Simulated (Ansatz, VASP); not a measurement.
## Bi2Te3: VASP beside Ansatz

Contents of INCAR:

```
ALGO = Normal
EDIFF = 1E-7
ENCUT = 520
GGA = PE
ISIF = 2
ISMEAR = -1
LASPH = T
LCHARG = T
LELF = T
LREAL = F
LVHAR = T
LWAVE = F
NBANDS = 32
NELM = 60
PREC = Accurate
SIGMA = 0.08
```

Contents of KPOINTS:

```
k-points
0
Gamma
  8 8 8
```

POSCAR

```
Bi2Te3
1.0
    2.2085012539      1.2750787934      9.8472033000
   -2.2085012539      1.2750787934      9.8472033000
    0.0000000000     -2.5501575869      9.8472033000
Bi Te
2 3
Direct
    0.8120000000      0.8120000000      0.8120000000
    0.4020000000      0.4020000000      0.4020000000
    0.6110000000      0.6110000000      0.6110000000
    0.2000000000      0.2000000000      0.2000000000
    0.0000000000      0.0000000000      0.0000000000
```

Input for Ansatz:

```yaml
crystal:
  lattice:
    - [2.2085012539, 1.2750787934, 9.8472033]
    - [-2.2085012539, 1.2750787934, 9.8472033]
    - [0.0, -2.5501575869, 9.8472033]
  atoms:
    - { symbol: Bi, position: [0.812, 0.812, 0.812] }
    - { symbol: Bi, position: [0.402, 0.402, 0.402] }
    - { symbol: Te, position: [0.611, 0.611, 0.611] }
    - { symbol: Te, position: [0.2, 0.2, 0.2] }
    - { symbol: Te, position: [0.0, 0.0, 0.0] }
kpoints:
  mp_grid: { grid: [8, 8, 8] }
  band_path:
    path:
      - [0.0, 0.0, 0.0]
      - [0.5, 0.5, 0.5]
      - [0.8221555168, 0.1778444832, 0.5]
      - [0.5, -0.1778444832, 0.1778444832]
      - [0.5, 0.0, 0.0]
      - [0.0, 0.0, 0.0]
      - [0.3389222416, -0.3389222416, 0.0]
      - [0.6610777584, 0.0, 0.3389222416]
      - [0.5, 0.0, 0.5]
    npoints: 5
scf:
  occupations: { method: fermi_dirac, width: 0.08 }
hamiltonian:
  xc: pbe
  pseudopotentials: { kind: all_electron, lapw: { basis_error: 0.001 } }
output:
  forces: true
  stress: true
  eigenvalues: true
```

Change from the starting cell: zz strain of -1 %.

Alike in both runs: task single point; functional PBE; k mesh 8 × 8 × 8; occupations fermi-dirac, width 0.08 eV; no spin polarisation.

|  | VASP | Ansatz |
| --- | --- | --- |
| version | VASP 6.6.1 | Ansatz 0.2.0 |
| potentials or method | VASP PAW PBE potentials, release 64 (Bi_d, Te), cutoff 520 eV | all-electron LAPW, scalar-relativistic |

```tsv
	VASP	Ansatz	Ansatz less VASP
pressure (GPa)	2.2	2.2	+0.05
traceless stress, the component that is largest in VASP (GPa)	-0.47	-0.46	+0.009
rms of the force components (eV/Å)	0.506	0.503	-0.0029
```

Atom by atom the forces differ by 0.003 eV/Å (rms over components). Ansatz ran all-electron here, and VASP with PAW potentials.

Spin-orbit coupling is off throughout.
